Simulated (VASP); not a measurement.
# Zr12O (a cell with a defect): single point with PBE+D3(BJ)

System: Zr12O (a cell with a defect).

```xyz
13
Lattice="6.4600 0.0000 0.0000 -4.8450 8.3918 0.0000 0.0000 0.0000 5.1454" Properties=species:S:1:pos:R:3 pbc="T T T"
Zr    0.1631    0.2957    0.2280
Zr    0.1289    2.0718    2.7969
Zr   -1.5115    2.9083    0.0264
Zr   -1.4333    4.8419    2.7300
Zr   -3.2019    5.7691    0.0042
Zr   -3.2320    7.4990    2.5473
Zr    3.2693   -0.0343   -0.0326
Zr    3.4139    2.0517    2.6905
Zr    1.5681    3.0455    0.1159
Zr    1.6541    4.7068    2.7361
Zr    0.1211    5.7696   -0.0381
Zr    0.2927    7.5749    2.6466
O     4.6895    1.0607    1.2045
```

* Program: VASP 6.6.1
* Task: single point
* Functional: PBE
* Dispersion: D3(BJ)
* Potentials or basis: VASP PAW PBE potentials, release 64 (Zr_sv, O)
* Cutoff: 520 eV
* k mesh: 3 × 2 × 3
* Occupations: fermi-dirac, width 0.15 eV
* Spin: no spin polarisation
* Dipole correction: no
* Further INCAR settings: ALGO = Normal; EDIFF = 1e-06; NBANDS = 87

| Property | Result |
| --- | --- |
| Pressure | -0.6 GPa |
| Largest force | 1.345 eV/Å |
| Band gap on the k mesh | zero (bands 75 and 76 overlap by 0.45 eV) |
| Dispersion energy per atom | -0.508 eV |

Forces on the atoms (eV/Å):
```
Zr  -0.377 -0.298 -1.005
Zr   0.002 -0.646 -0.693
Zr  -0.492  0.385  0.565
Zr  -0.634  0.203 -0.831
Zr  -0.177 -0.553  0.144
Zr   0.684  0.132  0.705
Zr   0.504  0.734 -0.328
Zr  -0.893 -0.303  0.051
Zr   0.671 -0.438  0.304
Zr   0.706  0.305 -0.669
Zr  -0.091  0.190  0.982
Zr  -0.910  0.343 -0.111
O    1.008 -0.053  0.889
```

Stress tensor (GPa, compression positive):
```
-1.25  0.48 -0.31
 0.48 -0.92 -0.11
-0.31 -0.11  0.31
```

Levels at points of the mesh, in eV from the Fermi level:
```
           k point  band 72  band 73  band 74  band 75  band 76  band 77
(0.00, 0.00, 0.00)    -0.39    -0.21     0.13     0.41     0.56     0.58
(0.00, 0.50, 0.00)    -0.20    -0.06     0.06     0.15     0.21     0.39
```

Run time: 6.7 min on 1 thread of Intel(R) Xeon(R) Platinum 8259CL CPU @ 2.50GHz (Skylake/Cascade Lake), on a shared host, peak memory 0.43 GiB.

Caveat: the k points lie up to 0.41 Å⁻¹ apart; the atoms stand as in a frame of molecular dynamics.
